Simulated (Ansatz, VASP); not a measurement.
**Two plane-wave programs on Cu2BrCl**

The input INCAR:

```
SYSTEM = Cu2BrCl
ALGO     = Normal         ! electronic algorithm
EDIFF    = 1E-6           ! SCF threshold, eV
ENCUT    = 520            ! plane-wave cutoff, eV
GGA      = PE             ! functional
ISIF     = 2              ! what is computed and relaxed
ISMEAR   = -1             ! smearing method
LASPH    = .True.         ! aspherical terms in the spheres
LCHARG   = .False.        ! write CHGCAR
LREAL    = .False.        ! projectors in reciprocal space
LWAVE    = .False.        ! write WAVECAR
NBANDS   = 26             ! bands
NELM     = 60             ! most SCF steps
PREC     = Accurate       ! precision mode
SIGMA    = 0.05           ! smearing width, eV
```

The input KPOINTS:

```
k-points
0
Gamma
  8 8 8
  0 0 0
```

Contents of POSCAR:

```
Cu2BrCl
1.0
    1.8555099526      1.0712791706      6.0475086568
   -1.8555099526      1.0712791706      6.0475086568
    0.0000000000     -2.1425583412      6.0475086568
Br Cu Cl
1 2 1
Direct
    0.0000000000      0.0000000000      0.0000000000
    0.7516030000      0.7516030000      0.7516030000
    0.2483970000      0.2483970000      0.2483970000
    0.5000000000      0.5000000000      0.5000000000
```

The input input.yaml:

```yaml
crystal:
  lattice:
    - [1.8555099526, 1.0712791706, 6.0475086568]
    - [-1.8555099526, 1.0712791706, 6.0475086568]
    - [0.0, -2.1425583412, 6.0475086568]
  atoms:
    - { symbol: Br, position: [0.0, 0.0, 0.0] }
    - { symbol: Cu, position: [0.751603, 0.751603, 0.751603] }
    - { symbol: Cu, position: [0.248397, 0.248397, 0.248397] }
    - { symbol: Cl, position: [0.5, 0.5, 0.5] }
hamiltonian:
  xc: pbe
  pseudopotentials: { kind: paw }
kpoints:
  mp_grid: { grid: [8, 8, 8] }
scf:
  occupations: { method: fermi_dirac, width: 0.05 }
output:
  forces: true
  stress: true
  eigenvalues: true
  write_density: true
  write_potential: true
  elf: true
  volumetric_format: npy
```

Alike in both runs: task single point; functional PBE; k mesh 8 × 8 × 8; occupations fermi-dirac, width 0.05 eV; no spin polarisation.

|  | VASP | Ansatz |
| --- | --- | --- |
| version | VASP 6.6.1 | Ansatz 0.2.0 |
| potentials or method | VASP PAW PBE potentials, release 64 (Br, Cu, Cl) | Ansatz PAW |
| plane-wave cutoff (eV) | 520 | 420 |
| valence electrons in the cell | 36 | 52 |

Ansatz gave:

* gap on the k mesh at the Fermi level (eV): 0.20
* least direct gap on the mesh (eV): 0.20
* pressure (GPa): 1.1
* traceless stress, the component that is largest in VASP (GPa): -0.07
* rms of the force components (eV/Å): 0.046

**Question.** What did VASP give for the same quantities?

**Answer.** gap on the k mesh at the Fermi level (eV): 0.20; least direct gap on the mesh (eV): 0.20; pressure (GPa): 1.0; traceless stress, the component that is largest in VASP (GPa): -0.07; rms of the force components (eV/Å): 0.045.

Atom by atom the forces differ by 0.001 eV/Å (rms over components). The functional is the same, so the differences come from potentials, cutoffs and numerics. VASP's potentials hold 36 valence electrons a cell and Ansatz's 52, so a difference there can come from the potentials and not from the codes.
